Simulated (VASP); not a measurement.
# Pb8O in VASP: notebook, part 2 of 2

VASP 6.6.1.

## 3. Single point, PBE

Contents of INCAR:

```
PREC = Accurate ; ENCUT = 520
EDIFF = 1E-7 ; ISMEAR = 0
SIGMA = 0.1 ; LREAL = F
LASPH = T ; NELM = 80
ALGO = Fast ; ISIF = 2
LWAVE = F ; LCHARG = F
LDIPOL = T ; IDIPOL = 3
DIPOL = 0.5 0.5 0.307 ; GGA = PE
NBANDS = 69
```

Contents of KPOINTS:

```
regular mesh
0
Gamma
  6 6 1
```

Contents of POSCAR:

```
Pb8O
1.0
    7.1295023335      0.0000000000      0.0000000000
   -3.5647511668      6.1743301372      0.0000000000
    0.0000000000      0.0000000000     18.1234889141
Pb O
8 1
Direct
    0.3333333333      0.1666666667      0.2207080557
    0.3333333333      0.6666666667      0.2207080557
    0.8333333333      0.1666666667      0.2207080557
    0.8333333333      0.6666666667      0.2207080557
    0.1666666667      0.3333333333      0.3654643400
    0.1666666667      0.8333333333      0.3654643400
    0.6666666667      0.3333333333      0.3654643400
    0.6666666667      0.8333333333      0.3654643400
    0.3333333333      0.6666666667      0.4197861630
```

Potentials or basis: VASP PAW PBE potentials, release 64 (Pb_d, O).

The run is started by

```
cat potpaw_PBE.64/Pb_d/POTCAR potpaw_PBE.64/O/POTCAR > POTCAR
mpirun -np 1 vasp_std > vasp.out
```

OUTCAR:

```text
PREC = Accurate
   ENCUT = 520
   EDIFF = 1E-7
   ISMEAR = 0
   LREAL = F
   LASPH = T
   NELM = 80
   ISIF = 2
   GGA = PE

 ion  position               nearest neighbor table
   1  0.333  0.167  0.221-   5 3.33   7 3.33   6 3.33   3 3.56   3 3.56   4 3.56   4 3.56   2 3.56
                             2 3.56
   2  0.333  0.667  0.221-   6 3.33   8 3.33   5 3.33   4 3.56   4 3.56   3 3.56   3 3.56   1 3.56
                             1 3.56
   3  0.833  0.167  0.221-   7 3.33   5 3.33   8 3.33   1 3.56   1 3.56   2 3.56   2 3.56   4 3.56
                             4 3.56
   4  0.833  0.667  0.221-   8 3.33   6 3.33   7 3.33   2 3.56   2 3.56   1 3.56   1 3.56   3 3.56
                             3 3.56
   5  0.167  0.333  0.365-   9 2.28   1 3.33   3 3.33   2 3.33   7 3.56   7 3.56   8 3.56   8 3.56
                             6 3.56   6 3.56
   6  0.167  0.833  0.365-   9 2.28   2 3.33   4 3.33   1 3.33   8 3.56   8 3.56   7 3.56   7 3.56
                             5 3.56   5 3.56
   7  0.667  0.333  0.365-   3 3.33   1 3.33   4 3.33   5 3.56   5 3.56   6 3.56   6 3.56   8 3.56
                             8 3.56
   8  0.667  0.833  0.365-   9 2.28   4 3.33   2 3.33   3 3.33   6 3.56   6 3.56   5 3.56   5 3.56
                             7 3.56   7 3.56
[... 698 lines left out ...]

 vacuum level on the upper side and lower side of the slab       (xc-potential included)         0.164        -0.245

  FORCE on cell =-STRESS in cart. coord.  units (eV):
  Direction    XX          YY          ZZ          XY          YZ          ZX
  --------------------------------------------------------------------------------------
  -------------------------------------------------------------------------------------
  Total       -0.1952684     -0.1952684      4.2620477      0.0000000      0.0000000     -0.0000000
  in kB       -0.3921496     -0.3921496      8.5592956      0.0000000      0.0000000     -0.0000000
  external PRESSURE =       2.5916655 kB  Pullay stress =       0.0000000 kB

 VOLUME and BASIS-vectors are now :
 -----------------------------------------------------------------------------
  energy-cutoff  :      520.00
  volume of cell :      797.79
      direct lattice vectors                 reciprocal lattice vectors
     7.129502333  0.000000000  0.000000000     0.140262245  0.080980445  0.000000000
    -3.564751167  6.174330137  0.000000000     0.000000000  0.161960889  0.000000000
     0.000000000  0.000000000 18.123488914     0.000000000  0.000000000  0.055177014

 POSITION                                       TOTAL-FORCE (eV/Angst)
 -----------------------------------------------------------------------------------
      1.78238      1.02906      4.00000         0.311467      0.179825     -0.328070
     -0.00000      4.11622      4.00000         0.000000     -0.000000     -0.690170
      5.34713      1.02906      4.00000        -0.311467      0.179825     -0.328070
      3.56475      4.11622      4.00000         0.000000     -0.359651     -0.328070
      0.00000      2.05811      6.62349         0.000000     -0.232123      0.520134
     -1.78238      5.14528      6.62349        -0.201024      0.116061      0.520134
      3.56475      2.05811      6.62349         0.000000     -0.000000      0.091528
      1.78238      5.14528      6.62349         0.201024      0.116061      0.520134
     -0.00000      4.11622      7.60799         0.000000     -0.000000      0.022451
 -----------------------------------------------------------------------------------
    total drift:                                0.000001     -0.000000     -0.000237

  FREE ENERGIE OF THE ION-ELECTRON SYSTEM (eV)
  ---------------------------------------------------
  free  energy   TOTEN  =       -33.1474084635 eV

  energy  without entropy=      -33.1130422840  energy(sigma->0) =      -33.13022537

 vacuum level on the upper side and lower side of the slab         3.679         3.243
```

OSZICAR:

```text
N       E                     dE             d eps       ncg     rms          rms(c)
DAV:   1     0.133734052323E+04    0.13373E+04   -0.52010E+04  1030   0.149E+03
DAV:   2     0.121084870537E+03   -0.12163E+04   -0.11971E+04  1054   0.434E+02
DAV:   3    -0.272032186553E+02   -0.14829E+03   -0.14674E+03  1244   0.198E+02
DAV:   4    -0.359232613749E+02   -0.87200E+01   -0.86589E+01  1100   0.557E+01
[... 16 lines left out ...]
RMM:  21    -0.331473914234E+02   -0.50188E-04   -0.43172E-06   881   0.436E-03    0.110E-03
RMM:  22    -0.331474041196E+02   -0.12696E-04   -0.11114E-06   858   0.235E-03    0.292E-04
RMM:  23    -0.331474075762E+02   -0.34565E-05   -0.26922E-07   750   0.171E-03    0.457E-04
RMM:  24    -0.331474084376E+02   -0.86145E-06   -0.92498E-08   679   0.124E-03    0.170E-04
RMM:  25    -0.331474084635E+02   -0.25851E-07   -0.31858E-08   637   0.987E-04
   1 F= -.33147408E+02 E0= -.33130225E+02  d E =-.343662E-01
```

stdout:

```text
POSCAR found type information on POSCAR PbO
 POSCAR found :  2 types and       9 ions
 scaLAPACK will be used
 LDA part: xc-table for (Slater+PW92), standard interpolation
 POSCAR, INCAR and KPOINTS ok, starting setup
 FFT: planning ... GRIDC
 FFT: planning ... GRID_SOFT
 FFT: planning ... GRID
 WAVECAR not read
 entering main loop
```

Wall time 15 min (1 thread of Oxide Virtual Turin-like, shared host); peak memory 0.92 GiB.

What came out:

```
Free energy            : -33.1474 eV
Largest force          : 0.690 eV/Å
Band gap on the k mesh : zero (bands 59 and 60 overlap by 0.31 eV)
```

Forces in eV/Å, atoms in the order of the input:
```
Pb   0.311  0.180 -0.328
Pb   0.000  0.000 -0.690
Pb  -0.311  0.180 -0.328
Pb   0.000 -0.360 -0.328
Pb   0.000 -0.232  0.520
Pb  -0.201  0.116  0.520
Pb   0.000  0.000  0.092
Pb   0.201  0.116  0.520
O    0.000  0.000  0.022
```

Caveat: spin-orbit coupling is left out, which moves the levels of the heavy elements.

## 4. Single point, PBE

Contents of INCAR:

```
PREC = Accurate
ENCUT = 520
EDIFF = 1E-7
ISMEAR = 0
SIGMA = 0.1
LREAL = F
LASPH = T
NELM = 80
ALGO = Fast
ISIF = 2
LWAVE = F
LCHARG = T
LDIPOL = T
IDIPOL = 3
DIPOL = 0.5 0.5 0.307
GGA = PE
LELF = T
LVHAR = T
LVACPOTAV = T
NBANDS = 69
```

KPOINTS is that of step 3.

POSCAR: that of step 3 with these lines changed.

```diff
@@ -16,2 +16,2 @@
     0.6666666667      0.8333333333      0.3654643400
-    0.3333333333      0.6666666667      0.4197861630
+    0.5000000000      0.5000000000      0.4170259474
```

The run is started by

```
cat potpaw_PBE.64/Pb_d/POTCAR potpaw_PBE.64/O/POTCAR > POTCAR
mpirun -np 1 vasp_std > vasp.out
```

Run time: 18 min. Hardware: 1 thread of Oxide Virtual Turin-like, shared host; peak memory 0.92 GiB.

Results (log left out):

| Property | Result |
| --- | --- |
| Free energy | -33.3649 eV |
| Largest force | 0.671 eV/Å |
| Band gap on the k mesh | zero (bands 59 and 60 overlap by 0.21 eV) |

Forces on the atoms (eV/Å):
```
Pb   0.000 -0.186 -0.342
Pb  -0.161  0.093 -0.342
Pb   0.000  0.000 -0.671
Pb   0.161  0.093 -0.342
Pb  -0.113 -0.065  0.540
Pb   0.000  0.000  0.050
Pb   0.113 -0.065  0.540
Pb   0.000  0.131  0.540
O    0.000  0.000  0.029
```

Levels at points of the mesh, in eV from the Fermi level:
| k point | band 57 | band 58 | band 59 | band 60 | band 61 | band 62 |
| --- | --- | --- | --- | --- | --- | --- |
| (0.00, 0.00, 0.00) | -1.94 | -1.94 | -0.25 | 1.42 | 1.58 | 1.58 |
| (0.50, 0.00, 0.00) | -1.03 | -0.38 | -0.23 | -0.17 | 0.08 | 0.54 |

Caveat: spin-orbit coupling is left out, which moves the levels of the heavy elements.

## 5. Summary

```tsv
cell	further INCAR settings	gap on the mesh (eV)	largest force (eV/Å)
as given, atomic positions A	ALGO = Fast; EDIFF = 1e-06; NBANDS = 69	none	0.42
as given, atomic positions B	ALGO = Fast; EDIFF = 1e-07; NBANDS = 69	none	0.69
as given, atomic positions C	ALGO = Fast; EDIFF = 1e-07; NBANDS = 69	none	0.67
```

Alike in all rows: task single point; level PBE; potentials or basis VASP PAW PBE potentials, release 64 (Pb_d, O); no spin polarisation; k mesh 6 × 6 × 1; cutoff (eV) 520; smearing gaussian 0.1 eV.

Caveats: spin-orbit coupling is left out, which moves the levels of the heavy elements.

Absolute energies hang on the potentials; compare differences alone.
